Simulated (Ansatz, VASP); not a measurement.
# Te: VASP beside Ansatz

```
Te
1.0
     4.61725    0.00000    0.00000
    -2.30863    3.99866    0.00000
     0.00000    0.00000    5.90683
Te
3
Direct
  0.25376 0.00000 0.33333
  0.00000 0.25376 0.66667
  0.74624 0.74624 0.00000
```

Alike in both runs: functional r2SCAN; k mesh 10 × 10 × 7; occupations fermi-dirac, width 0.05 eV; no spin polarisation.

Ansatz relaxed the structure, and its values are those at the end. VASP's run is a single point on that final structure, the one shown.

|  | VASP | Ansatz |
| --- | --- | --- |
| version | VASP 6.6.1 | Ansatz 0.2.0 |
| potentials or method | VASP PAW PBE potentials, release 64 (Te), cutoff 520 eV | plane-wave PAW DFT |
| valence electrons in the cell | 18 | 48 |

|  | VASP | Ansatz | Ansatz less VASP |
| --- | --- | --- | --- |
| pressure (GPa) | 0.1 | 0.0 | -0.02 |
| rms of the force components (eV/Å) | 0.016 | 0.001 | -0.0156 |

VASP's potentials were made for PBE, not for r2SCAN. The functional is the same, so the differences come from potentials, cutoffs and numerics. VASP's potentials hold 18 valence electrons a cell and Ansatz's 48, so a difference there can come from the potentials and not from the codes.

Spin-orbit coupling is off throughout.
